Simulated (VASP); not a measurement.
Crystal: ZrC.

```
Zr C
1.0
     0.00000    2.36500    2.36500
     2.36500    0.00000    2.36500
     2.36500    2.36500    0.00000
Zr C
1 1
Direct
  0.50000 0.50000 0.50000
  0.00000 0.00000 0.00000
```

- Program: VASP 6.6.1
- Task: relaxation of cell and atoms
- Functional: PBEsol
- Potentials or basis: VASP PAW PBE potentials, release 64 (Zr_sv, C)
- Cutoff: 600 eV
- k mesh: 8 × 8 × 8
- Occupations: methfessel-paxton, width 0.05 eV
- Spin: no spin polarisation

At the start: pressure -8.2 GPa; volume 13.23 Å³/atom.

Question: Where does the relaxation end?

Answer: Over 3 steps the energy falls by 12.9 meV/atom and the volume is 12.75 Å³/atom (-3.6 %); space group Fm-3m (No. 225, to 0.05 Å).

Step by step:
| step | energy change (eV) | largest force (eV/Å) | pressure (GPa) | volume (Å³) |
| --- | --- | --- | --- | --- |
| 1 | 0.0000 | 0.0000 | -8.23 | 26.46 |
| 2 | 0.0502 | 0.0000 | 16.61 | 23.94 |
| 3 | -0.0259 | 0.0000 | -0.15 | 25.50 |

Final structure:
```xyz
2
Lattice="0.0000 2.3361 2.3361 2.3361 0.0000 2.3361 2.3361 2.3361 0.0000" Properties=species:S:1:pos:R:3 pbc="T T T"
Zr    2.3361    2.3361    2.3361
C     0.0000    0.0000    0.0000
```

Caveat: the PAW data sets were made with another functional, which shifts forces and pressure a little.
